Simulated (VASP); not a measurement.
# Ni (Fm-3m) in VASP: a series of runs

The runs below take Ni through single point, with PBEsol.

Everything below comes from runs of VASP 6.6.1. Logs are shortened: lines on timing, memory, paths and dates and some standing lists are left out, and cuts for length are marked.

## 1. The cell of the first run

Symmetry: Fm-3m, No. 225, cubic system. Conventional cell: a = 3.348 Å, b = 3.348 Å, c = 3.348 Å, α = 90.00°, β = 90.00°, γ = 90.00°. Ni (site symmetry m-3m) has 12 Ni at 2.37 Å within 3.1 Å.

## 2. Single point, PBEsol, collinear spin, ferromagnetic start

The input, INCAR:

```
SYSTEM = Ni
  PREC = Accurate
  ENCUT = 520
  EDIFF = 1E-6
  ISMEAR = -1
  SIGMA = 0.05
  LREAL = .FALSE.
  LASPH = .TRUE.
  NELM = 150
  ALGO = Normal
  ISIF = 2
  LWAVE = .FALSE.
  LCHARG = .FALSE.
  ISPIN = 2
  MAGMOM = 1
  LORBIT = 11
  LMAXMIX = 4
  GGA = PS
  NBANDS = 15
```

The input, KPOINTS:

```
Automatic mesh
0
G
  13 13 13
  0 0 0
```

The input, POSCAR:

```
Ni
1.0
    0.0000000000      1.6739206231      1.6739206231
    1.6739206231      0.0000000000      1.6739206231
    1.6739206231      1.6739206231      0.0000000000
Ni
1
Direct
    0.0000000000      0.0000000000      0.0000000000
```

Potentials or basis: VASP PAW PBE potentials, release 64 (Ni).

Run with:

```bash
cat potpaw_PBE.64/Ni/POTCAR > POTCAR
mpirun -np 1 vasp_std > vasp.out
```

OUTCAR:

```text
SYSTEM = Ni
   PREC = Accurate
   ENCUT = 520
   EDIFF = 1E-6
   ISMEAR = -1
   LREAL = .FALSE.
   LASPH = .TRUE.
   NELM = 150
   ISIF = 2
   ISPIN = 2
   LORBIT = 11
   GGA = PS

 ion  position               nearest neighbor table
   1  0.000  0.000  0.000-

  LATTYP: Found a face centered cubic cell.
 ALAT       =     3.3478412462

  Lattice vectors:

 A1 = (   0.0000000000,   1.6739206231,   1.6739206231)
 A2 = (   1.6739206231,   0.0000000000,   1.6739206231)
 A3 = (   1.6739206231,   1.6739206231,   0.0000000000)

Analysis of symmetry for initial positions (statically):
=====================================================================
 Subroutine PRICEL returns:
 Original cell was already a primitive cell.

 Routine SETGRP: Setting up the symmetry group for a
 face centered cubic supercell.

 Subroutine GETGRP returns: Found 48 space group operations
 (whereof 48 operations were pure point group operations)
 out of a pool of 48 trial point group operations.

The static configuration has the point symmetry O_h .

Analysis of symmetry for dynamics (positions and initial velocities):
=====================================================================
 Subroutine PRICEL returns:
 Original cell was already a primitive cell.

 Routine SETGRP: Setting up the symmetry group for a
 face centered cubic supercell.

 Subroutine GETGRP returns: Found 48 space group operations
 (whereof 48 operations were pure point group operations)
 out of a pool of 48 trial point group operations.

The dynamic configuration has the point symmetry O_h .

Analysis of structural, dynamic, and magnetic symmetry:
=====================================================================
 Subroutine PRICEL returns:
 Original cell was already a primitive cell.

 Routine SETGRP: Setting up the symmetry group for a
 face centered cubic supercell.

 Subroutine GETGRP returns: Found 48 space group operations
 (whereof 48 operations were pure point group operations)
 out of a pool of 48 trial point group operations.

The overall configuration has the point symmetry O_h .

 Subroutine INISYM returns: Found 48 space group operations
 (whereof 48 operations are pure point group operations),
 and found     1 'primitive' translations

----------------------------------------------------------------------------------------

                                     Primitive cell

  volume of cell :       9.3807

  direct lattice vectors                    reciprocal lattice vectors
     0.000000000  1.673920623  1.673920623    -0.298699946  0.298699946  0.298699946
     1.673920623  0.000000000  1.673920623     0.298699946 -0.298699946  0.298699946
     1.673920623  1.673920623  0.000000000     0.298699946  0.298699946 -0.298699946

  length of vectors
     2.367281248  2.367281248  2.367281248     0.517363483  0.517363483  0.517363483

  position of ions in fractional coordinates (direct lattice)
     0.000000000  0.000000000  0.000000000

  ion indices of the primitive-cell ions
   primitive index   ion index
                 1           1

----------------------------------------------------------------------------------------

 KPOINTS: Automatic mesh

Automatic generation of k-mesh.
 Grid dimensions read from file:
 generate k-points for:   13   13   13

 Generating k-lattice:

  Cartesian coordinates                     Fractional coordinates (reciprocal lattice)
    -0.022976919  0.022976919  0.022976919     0.076923077  0.000000000  0.000000000
     0.022976919 -0.022976919  0.022976919     0.000000000  0.076923077  0.000000000
     0.022976919  0.022976919 -0.022976919     0.000000000  0.000000000  0.076923077

  Length of vectors
     0.039797191  0.039797191  0.039797191

  Shift w.r.t. Gamma in fractional coordinates (k-lattice)
     0.000000000  0.000000000  0.000000000

 Subroutine IBZKPT returns following result:
 ===========================================

 Found     84 irreducible k-points:

 Following reciprocal coordinates:
            Coordinates               Weight
  0.000000  0.000000  0.000000      1.000000
  0.076923  0.000000  0.000000      8.000000
  0.153846  0.000000  0.000000      8.000000
  0.230769  0.000000  0.000000      8.000000
  0.307692  0.000000  0.000000      8.000000
  0.384615  0.000000  0.000000      8.000000
[... 16 lines left out ...]
  0.384615  0.153846  0.000000     24.000000
  0.461538  0.153846  0.000000     24.000000
 [... further k-points ...]
   k-points           NKPTS =     84   k-points in BZ     NKDIM =     84   number of bands    NBANDS=     15
   number of dos      NEDOS =    301   number of ions     NIONS =      1
   total plane-waves  NPLWV =   5832
   dimension x,y,z NGX =    18 NGY =   18 NGZ =   18
   dimension x,y,z NGXF=    36 NGYF=   36 NGZF=   36
   ions per type =               1
   NGX,Y,Z   is equivalent  to a cutoff of  12.64, 12.64, 12.64 a.u.
   NGXF,Y,Z  is equivalent  to a cutoff of  25.28, 25.28, 25.28 a.u.
 SYSTEM =  Ni
   PREC   = accura    normal or accurate (medium, high low for compatibility)
   ISTART =      0    job   : 0-new  1-cont  2-samecut
   ICHARG =      2    charge: 1-file 2-atom 10-const
   ISPIN  =      2    spin polarized calculation?
   LNONCOLLINEAR =      F non collinear calculations
   LSORBIT =      F    spin-orbit coupling
   LASPH  =      T    aspherical Exc in radial PAW
   ENCUT  =  520.0 eV  38.22 Ry    6.18 a.u.   4.40  4.40  4.40*2*pi/ulx,y,z
   NELM   =    150;   NELMIN=  2; NELMDL= -5     # of ELM steps
   EDIFF  = 0.1E-05   stopping-criterion for ELM
   LREAL  =      F    real-space projection
[... 7 lines left out ...]
   TEBEG  =    0.0;   TEEND  =   0.0 temperature during run
   PSTRESS=    0.0 pullay stress
   NELECT =      10.0000    total number of electrons
   NUPDOWN=      -1.0000    fix difference up-down
   EMIN   =  10.00;   EMAX   =-10.00  energy-range for DOS
   EFERMI =   0.00;   METHOD = LEGACY
   ISMEAR =    -1;   SIGMA  =   0.05  broadening in eV -4-tet -1-fermi 0-gaus
   EFERMI_NEDOS =   21; number of points for ismear=-14 and -15
   IALGO  =     38    algorithm
   IMIX   =      4    mixing-type and parameters
     AMIX     =   0.40;   BMIX     =  1.00
     AMIX_MAG =   1.60;   BMIX_MAG =  1.00
  volume/ion in A,a.u.               =       9.38        63.30
  Fermi-wavevector in a.u.,A,eV,Ry     =   1.672361  3.160304 38.052646  2.796791
  Thomas-Fermi vector in A             =   2.757521
   LORBIT       =     11    0 simple, 1 ext, 2 COOP (PROOUT), +10 PAW based schemes
   GGA     = PS    functional components
   LHFCALC =     F    Hartree Fock is set to
   AEXX    =    0.0000 exact exchange contribution
   IVDW    =     0    specifies the selected vdW correction
   LEPSILON=     F    determine dielectric tensor
   LRPA    =     F    only Hartree local field effects (RPA)
 spin polarized calculation
  energy-cutoff  :      520.00
  volume of cell :        9.38
 maximum number of plane-waves:       265
 NGX is ok and might be reduce to    18
   NGX =  9   NGY =  9   NGZ =  9

 number of electron      10.0000009 magnetization       0.6180014

 Free energy of the ion-electron system (eV)
  ---------------------------------------------------
  ext. energy  EPLUGINS =         0.00000000
  ---------------------------------------------------
  free energy    TOTEN  =        -6.06149005 eV

  energy without entropy =       -6.05042057  energy(sigma->0) =       -6.05595531

 E-fermi :  11.4538     XC(G=0): -14.3401

 val. band max:       11.4152516529   @ k =   0.4615   0.3077   0.0769
 cond. band min:      11.4543150485   @ k =   0.3846   0.0769   0.0000
 fundamental gap:      0.0390633956
 Fermi energy:        11.4537697920

 spin component 1

 k-point     1 :       0.0000    0.0000    0.0000
  band No.  band energies     occupation
      1       1.3047      1.00000
      2       8.6111      1.00000
      3       8.6111      1.00000
      4       8.6111      1.00000
      5      10.0527      1.00000
      6      10.0527      1.00000
      7      36.3856      0.00000
      8      41.4150      0.00000
      9      41.4150      0.00000
     10      41.4150      0.00000
     11      44.9725      0.00000
     12      44.9725      0.00000
     13      44.9725      0.00000
     14      47.5241      0.00000
     15      55.6805      0.00000
[... 397 lines left out ...]
 k-point    24 :       0.4615    0.1538    0.0000
  band No.  band energies     occupation
      1       6.1359      1.00000
      2       8.0526      1.00000
      3       8.6231      1.00000
      4       9.0940      1.00000
      5      10.9354      0.99997
      6      12.4718      0.00000
      7      20.4744      0.00000
      8      31.8532      0.00000
      9      34.0320      0.00000
     10      36.2652      0.00000
     11      46.7790      0.00000
     12      47.2396      0.00000
     13      50.8555      0.00000
     14      53.7701      0.00000
     15      58.1435      0.00000

 [... further k-points ...]

 spin component 2

 k-point     1 :       0.0000    0.0000    0.0000
  band No.  band energies     occupation
      1       1.3160      1.00000
      2       9.3179      1.00000
      3       9.3179      1.00000
      4       9.3179      1.00000
      5      10.6567      1.00000
      6      10.6567      1.00000
      7      36.3106      0.00000
      8      41.4199      0.00000
      9      41.4199      0.00000
     10      41.4199      0.00000
     11      45.1205      0.00000
     12      45.1205      0.00000
     13      45.1205      0.00000
     14      47.4595      0.00000
     15      55.9279      0.00000
[... 397 lines left out ...]
 k-point    24 :       0.4615    0.1538    0.0000
  band No.  band energies     occupation
      1       6.5027      1.00000
      2       8.4763      1.00000
      3       9.1897      1.00000
      4       9.7197      1.00000
      5      11.6696      0.01318
      6      12.9474      0.00000
      7      20.7746      0.00000
      8      31.9262      0.00000
      9      34.1436      0.00000
     10      36.3609      0.00000
     11      46.8136      0.00000
     12      47.3069      0.00000
     13      50.9502      0.00000
     14      54.2946      0.00000
     15      59.2450      0.00000

 [... further k-points ...]
[... 5 lines left out ...]
  --------------------------------------------------------------------------------------
  -------------------------------------------------------------------------------------
  Total        1.7290058      1.7290058      1.7290058     -0.0000000     -0.0000000     -0.0000000
  in kB      295.3061312    295.3061312    295.3061312     -0.0000000     -0.0000000     -0.0000000
  external PRESSURE =     295.3061312 kB  Pullay stress =       0.0000000 kB

 VOLUME and BASIS-vectors are now :
 -----------------------------------------------------------------------------
  energy-cutoff  :      520.00
  volume of cell :        9.38
      direct lattice vectors                 reciprocal lattice vectors
     0.000000000  1.673920623  1.673920623    -0.298699946  0.298699946  0.298699946
     1.673920623  0.000000000  1.673920623     0.298699946 -0.298699946  0.298699946
     1.673920623  1.673920623  0.000000000     0.298699946  0.298699946 -0.298699946

 POSITION                                       TOTAL-FORCE (eV/Angst)
 -----------------------------------------------------------------------------------
      0.00000      0.00000      0.00000         0.000000      0.000000      0.000000
 -----------------------------------------------------------------------------------
    total drift:                               -0.000000      0.000000      0.000000

  FREE ENERGIE OF THE ION-ELECTRON SYSTEM (eV)
  ---------------------------------------------------
  free  energy   TOTEN  =        -6.0614900468 eV

  energy  without entropy=       -6.0504205671  energy(sigma->0) =       -6.05595531

 total charge

# of ion       s       p       d       tot
------------------------------------------
    1        0.571   0.653   8.399   9.623

 magnetization (x)

# of ion       s       p       d       tot
------------------------------------------
    1       -0.005  -0.022   0.641   0.614
```

Wall time 20 s (1 thread of Intel Xeon Platinum 8375C at 2.90GHz (Ice Lake), shared host); peak memory 0.13 GiB.

Results:

- Free energy: -6.0615 eV
- Pressure: 29.5 GPa
- Net moment: 0.62 μB per cell
- Site moments: Ni +0.61 μB
- Valence electrons inside the program's atomic spheres: Ni 9.62

Caveat: the cell stands under pressure; the PAW data sets were made with another functional, which shifts forces and pressure a little.

## 3. Single point, PBEsol, collinear spin, ferromagnetic start

This run uses another cell than the first one, of 9.66 Å³/atom.

The input, INCAR:

```
PREC     = Accurate       # precision mode
ENCUT    = 520            # plane-wave cutoff, eV
EDIFF    = 1E-6           # SCF threshold, eV
ISMEAR   = -1             # smearing method
SIGMA    = 0.05           # smearing width, eV
LREAL    = F              # projectors in reciprocal space
LASPH    = T              # aspherical terms in the spheres
NELM     = 150            # most SCF steps
ALGO     = Normal         # electronic algorithm
ISIF     = 2              # what is computed and relaxed
LWAVE    = F              # write WAVECAR
LCHARG   = F              # write CHGCAR
ISPIN    = 2              # spin polarisation
MAGMOM   = 1              # initial moments
LORBIT   = 11             # projections on sites
LMAXMIX  = 4              # l up to which the mixer works
GGA      = PS             # functional
NBANDS   = 15             # bands
```

The input, KPOINTS:

```
regular mesh
0
Gamma
  13 13 13
```

The input, POSCAR:

```
Ni
1.0
    0.0000000000      1.6901198439      1.6901198439
    1.6901198439      0.0000000000      1.6901198439
    1.6901198439      1.6901198439      0.0000000000
Ni
1
Direct
    0.0000000000      0.0000000000      0.0000000000
```

Potentials or basis: VASP PAW PBE potentials, release 64 (Ni).

Run with:

```bash
cat potpaw_PBE.64/Ni/POTCAR > POTCAR
mpirun -np 1 vasp_std > vasp.out
```

OUTCAR:

```text
PREC = Accurate
   ENCUT = 520
   EDIFF = 1E-6
   ISMEAR = -1
   LREAL = F
   LASPH = T
   NELM = 150
   ISIF = 2
   ISPIN = 2
   LORBIT = 11
   GGA = PS

 ion  position               nearest neighbor table
   1  0.000  0.000  0.000-

  LATTYP: Found a face centered cubic cell.
 ALAT       =     3.3802396878

  Lattice vectors:

 A1 = (   0.0000000000,   1.6901198439,   1.6901198439)
 A2 = (   1.6901198439,   0.0000000000,   1.6901198439)
 A3 = (   1.6901198439,   1.6901198439,   0.0000000000)

Analysis of symmetry for initial positions (statically):
=====================================================================
 Subroutine PRICEL returns:
 Original cell was already a primitive cell.

 Routine SETGRP: Setting up the symmetry group for a
 face centered cubic supercell.

 Subroutine GETGRP returns: Found 48 space group operations
 (whereof 48 operations were pure point group operations)
 out of a pool of 48 trial point group operations.

The static configuration has the point symmetry O_h .

Analysis of symmetry for dynamics (positions and initial velocities):
=====================================================================
 Subroutine PRICEL returns:
 Original cell was already a primitive cell.
[... 622 lines left out ...]
      8      40.4754      0.00000
      9      40.4754      0.00000
     10      40.4754      0.00000
     11      44.0179      0.00000
     12      44.0179      0.00000
     13      44.0179      0.00000
     14      46.4741      0.00000
[... 403 lines left out ...]
      4       9.3242      1.00000
      5      11.1904      0.01576
      6      12.4323      0.00000
      7      20.0562      0.00000
      8      31.1307      0.00000
      9      33.2277      0.00000
     10      35.4293      0.00000
     11      45.7747      0.00000
     12      46.2255      0.00000
     13      49.7326      0.00000
     14      53.1545      0.00000
     15      58.6351      0.00000

 [... further k-points ...]
[... 5 lines left out ...]
  --------------------------------------------------------------------------------------
  -------------------------------------------------------------------------------------
  Total        1.1847430      1.1847430      1.1847430      0.0000000      0.0000000      0.0000000
  in kB      196.5858454    196.5858454    196.5858454      0.0000000      0.0000000      0.0000000
  external PRESSURE =     196.5858454 kB  Pullay stress =       0.0000000 kB

 VOLUME and BASIS-vectors are now :
 -----------------------------------------------------------------------------
  energy-cutoff  :      520.00
  volume of cell :        9.66
      direct lattice vectors                 reciprocal lattice vectors
     0.000000000  1.690119844  1.690119844    -0.295837009  0.295837009  0.295837009
     1.690119844  0.000000000  1.690119844     0.295837009 -0.295837009  0.295837009
     1.690119844  1.690119844  0.000000000     0.295837009  0.295837009 -0.295837009

 POSITION                                       TOTAL-FORCE (eV/Angst)
 -----------------------------------------------------------------------------------
      0.00000      0.00000      0.00000         0.000000      0.000000      0.000000
 -----------------------------------------------------------------------------------
    total drift:                                0.000000     -0.000000     -0.000000

  FREE ENERGIE OF THE ION-ELECTRON SYSTEM (eV)
  ---------------------------------------------------
  free  energy   TOTEN  =        -6.1035269975 eV

  energy  without entropy=       -6.0919734620  energy(sigma->0) =       -6.09775023

 total charge

# of ion       s       p       d       tot
------------------------------------------
    1        0.556   0.621   8.378   9.555

 magnetization (x)

# of ion       s       p       d       tot
------------------------------------------
    1       -0.005  -0.022   0.645   0.618
```

OSZICAR:

```text
N       E                     dE             d eps       ncg     rms          rms(c)
DAV:   1     0.327714504361E+02    0.32771E+02   -0.41851E+03  5335   0.883E+02
DAV:   2    -0.590252110114E+01   -0.38674E+02   -0.35979E+02  5656   0.168E+02
DAV:   3    -0.727505594197E+01   -0.13725E+01   -0.13652E+01  6055   0.309E+01
DAV:   4    -0.728196027131E+01   -0.69043E-02   -0.69025E-02  6370   0.208E+00
DAV:   5    -0.728202244294E+01   -0.62172E-04   -0.62171E-04  6268   0.173E-01    0.120E+01
DAV:   6    -0.636531554884E+01    0.91671E+00   -0.12634E+01  7291   0.407E+01    0.512E+00
DAV:   7    -0.612803840025E+01    0.23728E+00   -0.17368E+00  6277   0.136E+01    0.233E+00
DAV:   8    -0.610620122066E+01    0.21837E-01   -0.28116E-02  6991   0.122E+00    0.983E-01
DAV:   9    -0.610401269469E+01    0.21885E-02   -0.12710E-03  8120   0.199E-01    0.270E-01
DAV:  10    -0.610356156399E+01    0.45113E-03   -0.20139E-04  8170   0.731E-02    0.555E-02
DAV:  11    -0.610352437815E+01    0.37186E-04   -0.31580E-05  7801   0.338E-02    0.290E-02
DAV:  12    -0.610352682359E+01   -0.24454E-05   -0.26665E-06  4970   0.108E-02    0.389E-03
DAV:  13    -0.610352699745E+01   -0.17386E-06   -0.12226E-07  4117   0.322E-03
   1 F= -.61035270E+01 E0= -.60977502E+01  d E =-.115535E-01  mag=     0.6195
```

It took 19 s on 1 thread of Intel Xeon Platinum 8375C at 2.90GHz (Ice Lake), shared host; peak memory 0.13 GiB.

What came out:

```
Free energy                                           : -6.1035 eV
Pressure                                              : 19.7 GPa
Net moment                                            : 0.62 μB per cell
Site moments                                          : Ni +0.62 μB
Valence electrons inside the program's atomic spheres : Ni 9.55
```

Caveat: the cell stands under pressure; the PAW data sets were made with another functional, which shifts forces and pressure a little.

(Part 1 of 2 ends here.)
